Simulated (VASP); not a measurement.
# BN (P2_1) in VASP: single point with r2SCAN

Aim: the single point of BN with r2SCAN.

Everything below comes from runs of VASP 6.6.1. Logs are shortened: lines on timing, memory, paths and dates and some standing lists are left out, and cuts for length are marked.

### Step 1. The cell of the first run

It takes space group P2_1 (No. 4, monoclinic). The conventional cell has a = 2.544 Å, b = 4.208 Å, c = 2.544 Å, α = 90.00°, β = 120.00°, γ = 90.00°. Within 2.1 Å of B (site symmetry 1) lie 4 N at 1.56 to 1.58 Å. N (site symmetry 1) has 4 B at 1.56 to 1.58 Å within 2.1 Å.

### Step 2. Single point, r2SCAN (mode 4 (487.1 1/cm) frozen in, largest displacement +0.015 Å)

POSCAR reads:

```
BN
1.0
    2.5439665234      0.0000000000      0.0000000000
   -1.2719832617      2.2031396356      0.0000000000
    0.0000000000      0.0000000000      4.2077449346
B N
2 2
Direct
    0.6721978704      0.3333333333      0.9997995909
    0.3278021296      0.6666666667      0.4997995909
    0.6607703627      0.3333333333      0.6252004091
    0.3392296373      0.6666666667      0.1252004091
```

INCAR.step1 reads:

```
SYSTEM = BN
PREC = Accurate
ENCUT = 520
ISMEAR = 0
SIGMA = 0.05
LREAL = .False.
LASPH = .True.
NELM = 100
NBANDS = 16
GGA = PE
ALGO = Normal
EDIFF = 1E-4
LWAVE = .True.
LCHARG = .False.
```

INCAR.step2 reads:

```
SYSTEM = BN
PREC = Accurate
ENCUT = 520
EDIFF = 1E-6
ISMEAR = 0
SIGMA = 0.05
LREAL = .False.
LASPH = .True.
NELM = 100
ALGO = Normal
ISIF = 2
LWAVE = .False.
LCHARG = .True.
METAGGA = R2SCAN
LMIXTAU = .True.
LELF = .True.
LVHAR = .True.
NBANDS = 16
ISTART = 1
```

KPOINTS reads:

```
regular mesh
0
Gamma
  12 12 6
  0 0 0
```

Potentials or basis: VASP PAW PBE potentials, release 64 (B, N).

On the command line:

```sh
$ cat potpaw_PBE.64/B/POTCAR potpaw_PBE.64/N/POTCAR > POTCAR
$ cp INCAR.step1 INCAR
$ mpirun -np 1 vasp_std > vasp.out
$ cp INCAR.step2 INCAR
$ mpirun -np 1 vasp_std > vasp.out
```

OUTCAR:

```text
SYSTEM = BN
   PREC = Accurate
   ENCUT = 520
   EDIFF = 1E-6
   ISMEAR = 0
   LREAL = .False.
   LASPH = .True.
   NELM = 100
   ISIF = 2
   METAGGA = R2SCAN
   ISTART = 1

 ion  position               nearest neighbor table
   1  0.672  0.333  1.000-   4 1.56   4 1.56   4 1.56   3 1.58
   2  0.328  0.667  0.500-   3 1.56   3 1.56   3 1.56   4 1.58
   3  0.661  0.333  0.625-   2 1.56   2 1.56   2 1.56   1 1.58
   4  0.339  0.667  0.125-   1 1.56   1 1.56   1 1.56   2 1.58

  LATTYP: Found a hexagonal cell.
 ALAT       =     2.5439665234
 C/A-ratio  =     1.6540095539

  Lattice vectors:

 A1 = (   2.5439665234,   0.0000000000,   0.0000000000)
 A2 = (  -1.2719832617,   2.2031396356,   0.0000000000)
 A3 = (   0.0000000000,   0.0000000000,   4.2077449346)

Analysis of symmetry for initial positions (statically):
=====================================================================
 Subroutine PRICEL returns:
 Original cell was already a primitive cell.

 Routine SETGRP: Setting up the symmetry group for a
 hexagonal supercell.

 Subroutine GETGRP returns: Found  2 space group operations
 (whereof  1 operations were pure point group operations)
 out of a pool of 24 trial point group operations.

The static configuration has the point symmetry C_1 .
 The point group associated with its full space group is C_2 .

Analysis of symmetry for dynamics (positions and initial velocities):
=====================================================================
 Subroutine PRICEL returns:
 Original cell was already a primitive cell.

 Routine SETGRP: Setting up the symmetry group for a
 hexagonal supercell.

 Subroutine GETGRP returns: Found  2 space group operations
 (whereof  1 operations were pure point group operations)
 out of a pool of 24 trial point group operations.

The dynamic configuration has the point symmetry C_1 .
 The point group associated with its full space group is C_2 .

 Subroutine INISYM returns: Found  2 space group operations
 (whereof  1 operations are pure point group operations),
 and found     1 'primitive' translations

----------------------------------------------------------------------------------------

                                     Primitive cell

  volume of cell :      23.5832

  direct lattice vectors                    reciprocal lattice vectors
     2.543966523  0.000000000  0.000000000     0.393086934  0.226948847  0.000000000
    -1.271983262  2.203139636  0.000000000     0.000000000  0.453897694  0.000000000
[... 92 lines left out ...]
   NSW    =      0    number of steps for IOM
   IBRION =     -1    ionic relax: 0-MD 1-quasi-New 2-CG
   NFREE  =      0    steps in history (QN), initial steepest desc. (CG)
   ISIF   =      2    stress and relaxation
   ISYM   =      2    0-nonsym 1-usesym 2-fastsym
   POTIM  = 0.5000    time-step for ionic-motion
   TEBEG  =    0.0;   TEEND  =   0.0 temperature during run
   PSTRESS=    0.0 pullay stress
   NELECT =      16.0000    total number of electrons
   NUPDOWN=      -1.0000    fix difference up-down
   EMIN   =  10.00;   EMAX   =-10.00  energy-range for DOS
   EFERMI =   0.00;   METHOD = LEGACY
   ISMEAR =     0;   SIGMA  =   0.05  broadening in eV -4-tet -1-fermi 0-gaus
   EFERMI_NEDOS =   21; number of points for ismear=-14 and -15
   IALGO  =     38    algorithm
   IMIX   =      4    mixing-type and parameters
     AMIX     =   0.40;   BMIX     =  1.00
     AMIX_MAG =   1.60;   BMIX_MAG =  1.00
  volume/ion in A,a.u.               =       5.90        39.79
  Fermi-wavevector in a.u.,A,eV,Ry     =   1.438513  2.718396 28.154815  2.069321
  Thomas-Fermi vector in A             =   2.557472
   LORBIT       =      0    0 simple, 1 ext, 2 COOP (PROOUT), +10 PAW based schemes
   METAGGA = R2SCAN    functional components
   LHFCALC =     F    Hartree Fock is set to
   AEXX    =    0.0000 exact exchange contribution
   IVDW    =     0    specifies the selected vdW correction
   LEPSILON=     F    determine dielectric tensor
   LRPA    =     F    only Hartree local field effects (RPA)
 non-spin polarized calculation
 Gauss-broadening in eV      SIGMA  =   0.05
  energy-cutoff  :      520.00
  volume of cell :       23.58
 maximum number of plane-waves:       652
   NGX =  9   NGY =  9   NGZ = 15

 number of electron      15.9999998 magnetization

 Free energy of the ion-electron system (eV)
  ---------------------------------------------------
  ext. energy  EPLUGINS =         0.00000000
  ---------------------------------------------------
  free energy    TOTEN  =       -38.26158351 eV

  energy without entropy =      -38.26158351  energy(sigma->0) =      -38.26158351

 E-fermi :   7.7707     XC(G=0): -13.6456

 val. band max:        7.4489585669   @ k =   0.0000   0.0000   0.0000
 cond. band min:      13.1424986903   @ k =   0.3333   0.3333   0.0000
 fundamental gap:      5.6935401234
 Fermi energy:         7.7707105908

 k-point     1 :       0.0000    0.0000    0.0000
  band No.  band energies     occupation
      1     -14.0654      2.00000
      2      -9.8243      2.00000
      3      -3.9034      2.00000
      4       5.1991      2.00000
      5       5.2378      2.00000
      6       7.1597      2.00000
[... 433 lines left out ...]
      3      -2.8346      2.00000
      4       1.6679      2.00000
      5       3.1592      2.00000
      6       4.5667      2.00000
[... 8 lines left out ...]
     15      23.2166      0.00000
     16      23.7938      0.00000

 [... further k-points ...]

------------------------ aborting loop because EDIFF is reached ----------------------------------------

  FORCE on cell =-STRESS in cart. coord.  units (eV):
  Direction    XX          YY          ZZ          XY          YZ          ZX
  --------------------------------------------------------------------------------------
  -------------------------------------------------------------------------------------
  Total        0.1561857      0.1667475      0.1668450     -0.0823555      0.0000000      0.0000000
  in kB       10.6108236     11.3283625     11.3349828     -5.5950049      0.0000000      0.0000000
  external PRESSURE =      11.0913897 kB  Pullay stress =       0.0000000 kB

 VOLUME and BASIS-vectors are now :
 -----------------------------------------------------------------------------
  energy-cutoff  :      520.00
  volume of cell :       23.58
      direct lattice vectors                 reciprocal lattice vectors
     2.543966523  0.000000000  0.000000000     0.393086934  0.226948847  0.000000000
    -1.271983262  2.203139636  0.000000000     0.000000000  0.453897694  0.000000000
     0.000000000  0.000000000  4.207744935     0.000000000  0.000000000  0.237656991

 POSITION                                       TOTAL-FORCE (eV/Angst)
 -----------------------------------------------------------------------------------
      1.28605      0.73438      4.20690        -0.131686     -0.001077     -0.002768
     -0.01407      1.46876      2.10303         0.131686      0.001077     -0.002768
      1.25698      0.73438      2.63068         0.183117     -0.001130      0.002768
      0.01500      1.46876      0.52681        -0.183117      0.001130      0.002768
 -----------------------------------------------------------------------------------
    total drift:                                0.000000      0.000000      0.002261

  FREE ENERGIE OF THE ION-ELECTRON SYSTEM (eV)
  ---------------------------------------------------
  free  energy   TOTEN  =       -38.2615835128 eV

  energy  without entropy=      -38.2615835128  energy(sigma->0) =      -38.26158351
```

It took 3.3 min on 1 thread of Intel Xeon 6975P-C (Granite Rapids), shared host; peak memory 0.21 GiB.

Results:

* Free energy: -38.2616 eV
* Pressure: 1.1 GPa
* Largest force: 0.183 eV/Å
* Band gap on the k mesh: 5.69 eV, indirect (least direct gap 8.98 eV)

Forces on the atoms (eV/Å):
```
B   -0.132 -0.001 -0.003
B    0.132  0.001 -0.003
N    0.183 -0.001  0.003
N   -0.183  0.001  0.003
```

Levels at points of the mesh, in eV from the valence-band top:
| k point | band 6 | band 7 | band 8 | band 9 | band 10 | band 11 |
| --- | --- | --- | --- | --- | --- | --- |
| (0.00, 0.00, 0.00) | -0.29 | -0.05 | 0.00 | 9.00 | 9.10 | 9.29 |
| (0.50, 0.00, 0.00) | -5.22 | -4.48 | -2.22 | 7.29 | 8.40 | 11.36 |
| (0.00, 0.50, 0.00) | -5.21 | -4.55 | -2.23 | 7.28 | 8.58 | 11.35 |
| (0.50, 0.50, 0.00) | -5.21 | -4.63 | -2.22 | 7.26 | 8.76 | 11.35 |
| (0.00, 0.00, 0.50) | -1.25 | -1.24 | -1.24 | 10.21 | 10.21 | 10.66 |
| (0.50, 0.00, 0.50) | -3.95 | -3.77 | -3.77 | 7.15 | 7.15 | 10.75 |
| (0.00, 0.50, 0.50) | -3.97 | -3.73 | -3.73 | 7.17 | 7.17 | 10.70 |
| (0.50, 0.50, 0.50) | -3.95 | -3.71 | -3.71 | 7.20 | 7.20 | 10.63 |

Caveat: the cell differs from its parent crystal (mode 4 (487.1 1/cm) frozen in, largest displacement +0.015 Å); the PAW data sets were made with another functional, which shifts forces and pressure a little. A k mesh can miss the band edges.
